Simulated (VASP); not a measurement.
# Mg16Ge7As (a cell with a defect) in VASP: relaxation of the atoms with PBE

Aim: the relaxation of the atoms of Mg16Ge7As (a cell with a defect) with PBE.

Everything below comes from runs of VASP 6.6.1. Logs are shortened: lines on timing, memory, paths and dates and some standing lists are left out, and cuts for length are marked.

**1. The cell of the first run**

The cell holds a defect, 24 atoms: a = 9.020 Å, b = 9.020 Å, c = 9.020 Å, α = 60.00°, β = 60.00°, γ = 60.00°.

**2. Relaxation of the atoms, PBE**

File INCAR:

```
  PREC = Accurate
  ENCUT = 520
  EDIFF = 1E-6
  ISMEAR = -1
  SIGMA = 0.01
  LREAL = Auto
  LASPH = T
  NELM = 80
  ALGO = Normal
  ISIF = 2
  LWAVE = F
  LCHARG = F
  GGA = PE
  IBRION = 2
  NSW = 60
  EDIFFG = -0.03
  NELECT = 134.0
  KPAR = 2
```

File KPOINTS:

```
Automatic mesh
0
Gamma
  3 3 3
```

File POSCAR:

```
Mg16Ge7As
1.0
    0.0000000000      6.3780000000      6.3780000000
    6.3780000000      0.0000000000      6.3780000000
    6.3780000000      6.3780000000      0.0000000000
Mg As Ge
16 1 7
Direct
    0.1250000000      0.1250000000      0.1250000000
    0.1250000000      0.1250000000      0.6250000000
    0.1250000000      0.6250000000      0.1250000000
    0.1250000000      0.6250000000      0.6250000000
    0.6250000000      0.1250000000      0.1250000000
    0.6250000000      0.1250000000      0.6250000000
    0.6250000000      0.6250000000      0.1250000000
    0.6250000000      0.6250000000      0.6250000000
    0.3750000000      0.3750000000      0.3750000000
    0.3750000000      0.3750000000      0.8750000000
    0.3750000000      0.8750000000      0.3750000000
    0.3750000000      0.8750000000      0.8750000000
    0.8750000000      0.3750000000      0.3750000000
    0.8750000000      0.3750000000      0.8750000000
    0.8750000000      0.8750000000      0.3750000000
    0.8750000000      0.8750000000      0.8750000000
    0.0000000000      0.0000000000      0.0000000000
    0.0000000000      0.0000000000      0.5000000000
    0.0000000000      0.5000000000      0.0000000000
    0.0000000000      0.5000000000      0.5000000000
    0.5000000000      0.0000000000      0.0000000000
    0.5000000000      0.0000000000      0.5000000000
    0.5000000000      0.5000000000      0.0000000000
    0.5000000000      0.5000000000      0.5000000000
```

Potentials or basis: VASP PAW PBE potentials, release 64 (Mg, As, Ge_d).

Run with:

```
$ cat potpaw_PBE.64/Mg/POTCAR potpaw_PBE.64/As/POTCAR potpaw_PBE.64/Ge_d/POTCAR > POTCAR
$ mpirun -np 2 vasp_std > vasp.out
```

OUTCAR:

```text
PREC = Accurate
   ENCUT = 520
   EDIFF = 1E-6
   ISMEAR = -1
   LREAL = Auto
   LASPH = T
   NELM = 80
   ISIF = 2
   GGA = PE
   IBRION = 2
   NSW = 60
   EDIFFG = -0.03
   NELECT = 134.0

 ion  position               nearest neighbor table
   1  0.125  0.125  0.125-  17 2.76  18 2.76  19 2.76  21 2.76  14 3.19  15 3.19  10 3.19  11 3.19
                            12 3.19  13 3.19
   2  0.125  0.125  0.625-  17 2.76  18 2.76  20 2.76  22 2.76  14 3.19  16 3.19   9 3.19  11 3.19
                            12 3.19  13 3.19
   3  0.125  0.625  0.125-  17 2.76  19 2.76  20 2.76  23 2.76  15 3.19  16 3.19   9 3.19  10 3.19
                            12 3.19  13 3.19
   4  0.125  0.625  0.625-  18 2.76  19 2.76  20 2.76  24 2.76  15 3.19  16 3.19   9 3.19  10 3.19
                            11 3.19  14 3.19
   5  0.625  0.125  0.125-  17 2.76  21 2.76  22 2.76  23 2.76  15 3.19  16 3.19   9 3.19  10 3.19
                            11 3.19  14 3.19
   6  0.625  0.125  0.625-  18 2.76  21 2.76  22 2.76  24 2.76  15 3.19  16 3.19   9 3.19  10 3.19
                            12 3.19  13 3.19
   7  0.625  0.625  0.125-  19 2.76  21 2.76  23 2.76  24 2.76  14 3.19  16 3.19   9 3.19  11 3.19
                            12 3.19  13 3.19
   8  0.625  0.625  0.625-  20 2.76  22 2.76  23 2.76  24 2.76  14 3.19  15 3.19  10 3.19  11 3.19
                            12 3.19  13 3.19
   9  0.375  0.375  0.375-  20 2.76  22 2.76  23 2.76  24 2.76   6 3.19   7 3.19   2 3.19   3 3.19
[... 27 lines left out ...]
  23  0.500  0.500  0.000-   3 2.76   5 2.76   7 2.76   8 2.76   9 2.76  10 2.76  12 2.76  14 2.76

  24  0.500  0.500  0.500-   4 2.76   6 2.76   7 2.76   8 2.76   9 2.76  10 2.76  11 2.76  13 2.76

  LATTYP: Found a face centered cubic cell.
 ALAT       =    12.7560000000

  Lattice vectors:

 A1 = (   0.0000000000,   6.3780000000,   6.3780000000)
 A2 = (   6.3780000000,   0.0000000000,   6.3780000000)
 A3 = (   6.3780000000,   6.3780000000,   0.0000000000)

Analysis of symmetry for initial positions (statically):
=====================================================================
 Subroutine PRICEL returns:
 Original cell was already a primitive cell.

 Routine SETGRP: Setting up the symmetry group for a
 face centered cubic supercell.

 Subroutine GETGRP returns: Found 48 space group operations
 (whereof 48 operations were pure point group operations)
 out of a pool of 48 trial point group operations.

The static configuration has the point symmetry O_h .

Analysis of symmetry for dynamics (positions and initial velocities):
=====================================================================
 Subroutine PRICEL returns:
 Original cell was already a primitive cell.

 Routine SETGRP: Setting up the symmetry group for a
[... 142 lines left out ...]
   EMIN   =  10.00;   EMAX   =-10.00  energy-range for DOS
   EFERMI =   0.00;   METHOD = LEGACY
   ISMEAR =    -1;   SIGMA  =   0.01  broadening in eV -4-tet -1-fermi 0-gaus
   EFERMI_NEDOS =   21; number of points for ismear=-14 and -15
   IALGO  =     38    algorithm
   IMIX   =      4    mixing-type and parameters
     AMIX     =   0.40;   BMIX     =  1.00
     AMIX_MAG =   1.60;   BMIX_MAG =  1.00
  volume/ion in A,a.u.               =      21.62       145.90
  Fermi-wavevector in a.u.,A,eV,Ry     =   1.042514  1.970066 14.787295  1.086836
  Thomas-Fermi vector in A             =   2.177183
   LORBIT       =      0    0 simple, 1 ext, 2 COOP (PROOUT), +10 PAW based schemes
   GGA     = PE    functional components
   LHFCALC =     F    Hartree Fock is set to
   AEXX    =    0.0000 exact exchange contribution
   IVDW    =     0    specifies the selected vdW correction
   LEPSILON=     F    determine dielectric tensor
   LRPA    =     F    only Hartree local field effects (RPA)
 conjugate gradient relaxation of ions
 non-spin polarized calculation
  energy-cutoff  :      520.00
  volume of cell :      518.90
 maximum number of plane-waves:     14024
 NGX is ok and might be reduce to    70
   NGX = 33   NGY = 33   NGZ = 33

--------------------------------------- Ionic step        1  -------------------------------------------

 number of electron     133.9999900 magnetization

 Free energy of the ion-electron system (eV)
  ---------------------------------------------------
  ext. energy  EPLUGINS =         0.00000000
  ---------------------------------------------------
  free energy    TOTEN  =       -71.10110769 eV

  energy without entropy =      -71.09969312  energy(sigma->0) =      -71.10040040

------------------------ aborting loop because EDIFF is reached ----------------------------------------

  FORCE on cell =-STRESS in cart. coord.  units (eV):
  Direction    XX          YY          ZZ          XY          YZ          ZX
  --------------------------------------------------------------------------------------
  -------------------------------------------------------------------------------------
  Total       -3.8824736     -3.8824736     -3.8824736     -0.0000000      0.0000000     -0.0000000
  in kB      -11.9876913    -11.9876913    -11.9876913     -0.0000000      0.0000000     -0.0000000
  external PRESSURE =     -11.9876913 kB  Pullay stress =       0.0000000 kB
[... 277 lines left out ...]
--------------------------------------- Ionic step        6  -------------------------------------------

 number of electron     133.9999900 magnetization

 Free energy of the ion-electron system (eV)
  ---------------------------------------------------
  ext. energy  EPLUGINS =         0.00000000
  ---------------------------------------------------
  free energy    TOTEN  =       -71.23973742 eV

  energy without entropy =      -71.23811039  energy(sigma->0) =      -71.23892390

 E-fermi :   3.4863     XC(G=0):  -9.0215

 val. band max:        3.4812136609   @ k =   0.0000   0.0000   0.0000
 cond. band min:       3.7638696573   @ k =   0.0000   0.0000   0.0000
 fundamental gap:      0.2826559964
 Fermi energy:         3.4863064338

 k-point     1 :       0.0000    0.0000    0.0000
  band No.  band energies     occupation
      1     -20.1121      2.00000
      2     -20.1121      2.00000
      3     -20.1121      2.00000
      4     -20.1103      2.00000
      5     -20.1103      2.00000
      6     -20.1103      2.00000
[... 317 lines left out ...]
     78       6.2273      0.00000
     79       6.2754      0.00000
 [bands above 79 left out]

------------------------ aborting loop because EDIFF is reached ----------------------------------------

  FORCE on cell =-STRESS in cart. coord.  units (eV):
  Direction    XX          YY          ZZ          XY          YZ          ZX
  --------------------------------------------------------------------------------------
  -------------------------------------------------------------------------------------
  Total       -3.7892678     -3.7892678     -3.7892678      0.0000000     -0.0000000      0.0000000
  in kB      -11.6999053    -11.6999053    -11.6999053      0.0000000     -0.0000000      0.0000000
  external PRESSURE =     -11.6999053 kB  Pullay stress =       0.0000000 kB
[... 39 lines left out ...]
  FREE ENERGIE OF THE ION-ELECTRON SYSTEM (eV)
  ---------------------------------------------------
  free  energy   TOTEN  =       -71.2397374174 eV

  energy  without entropy=      -71.2381103923  energy(sigma->0) =      -71.23892390

 reached required accuracy - stopping structural energy minimisation
```

Run time: 19 min. Hardware: 2 MPI ranks of Intel Xeon Platinum 8259CL at 2.50GHz (Skylake/Cascade Lake), shared host; peak memory 0.78 GiB.

Results:

```yaml
Free_energy: -71.2397 eV
Energy_gained_by_relaxing: 5.8 meV/atom
Ionic_steps: 6
```

Forces on the atoms (eV/Å):
```
Mg   0.002  0.002  0.002
Mg  -0.002 -0.002  0.002
Mg  -0.002  0.002 -0.002
Mg   0.000  0.000  0.000
Mg   0.002 -0.002 -0.002
Mg   0.000  0.000  0.000
Mg   0.000  0.000  0.000
Mg   0.000  0.000  0.000
Mg   0.000  0.000  0.000
Mg   0.000  0.000  0.000
Mg   0.000  0.000  0.000
Mg  -0.002  0.002  0.002
Mg   0.000  0.000  0.000
Mg   0.002 -0.002  0.002
Mg   0.002  0.002 -0.002
Mg  -0.002 -0.002 -0.002
As   0.000  0.000  0.000
Ge   0.000  0.000  0.000
Ge   0.000  0.000  0.000
Ge   0.000  0.000  0.000
Ge   0.000  0.000  0.000
Ge   0.000  0.000  0.000
Ge   0.000  0.000  0.000
Ge   0.000  0.000  0.000
```

Step by step:
| step | energy change (eV) | largest force (eV/Å) | pressure (GPa) |
| --- | --- | --- | --- |
| 1 | 0.0000 | 0.5032 | -1.20 |
| 2 | -0.0816 | 0.3058 | -1.19 |
| 3 | -0.1351 | 0.0819 | -1.17 |
| 4 | -0.1354 | 0.0818 | -1.18 |
| 5 | -0.1379 | 0.0367 | -1.17 |
| 6 | -0.1386 | 0.0027 | -1.17 |

Final structure:
```cif
data_structure
_symmetry_space_group_name_H-M 'P 1'
_symmetry_Int_Tables_number 1
_cell_length_a 9.0199
_cell_length_b 9.0199
_cell_length_c 9.0199
_cell_angle_alpha 60.000
_cell_angle_beta 60.000
_cell_angle_gamma 60.000
_cell_volume 518.90
loop_
_atom_site_label
_atom_site_type_symbol
_atom_site_fract_x
_atom_site_fract_y
_atom_site_fract_z
_atom_site_occupancy
Mg1 Mg 0.12800 0.12800 0.12800 1
Mg2 Mg 0.12800 0.12800 0.61599 1
Mg3 Mg 0.12800 0.61599 0.12800 1
Mg4 Mg 0.12795 0.62402 0.62402 1
Mg5 Mg 0.61599 0.12800 0.12800 1
Mg6 Mg 0.62402 0.12795 0.62402 1
Mg7 Mg 0.62402 0.62402 0.12795 1
Mg8 Mg 0.62402 0.62402 0.62402 1
Mg9 Mg 0.37598 0.37598 0.37598 1
Mg10 Mg 0.37598 0.37598 0.87205 1
Mg11 Mg 0.37598 0.87205 0.37598 1
Mg12 Mg 0.38401 0.87200 0.87200 1
Mg13 Mg 0.87205 0.37598 0.37598 1
Mg14 Mg 0.87200 0.38401 0.87200 1
Mg15 Mg 0.87200 0.87200 0.38401 1
Mg16 Mg 0.87200 0.87200 0.87200 1
As1 As 0.00000 0.00000 0.00000 1
Ge1 Ge 0.00000 0.00000 0.50000 1
Ge2 Ge 0.00000 0.50000 0.00000 1
Ge3 Ge 0.00000 0.50000 0.50000 1
Ge4 Ge 0.50000 0.00000 0.00000 1
Ge5 Ge 0.50000 0.00000 0.50000 1
Ge6 Ge 0.50000 0.50000 0.00000 1
Ge7 Ge 0.50000 0.50000 0.50000 1
```

Caveat: the cell carries a net charge on a neutralising background, which shifts energy and pressure; the cell is charged against a uniform background, so pressure and absolute levels hang on convention.
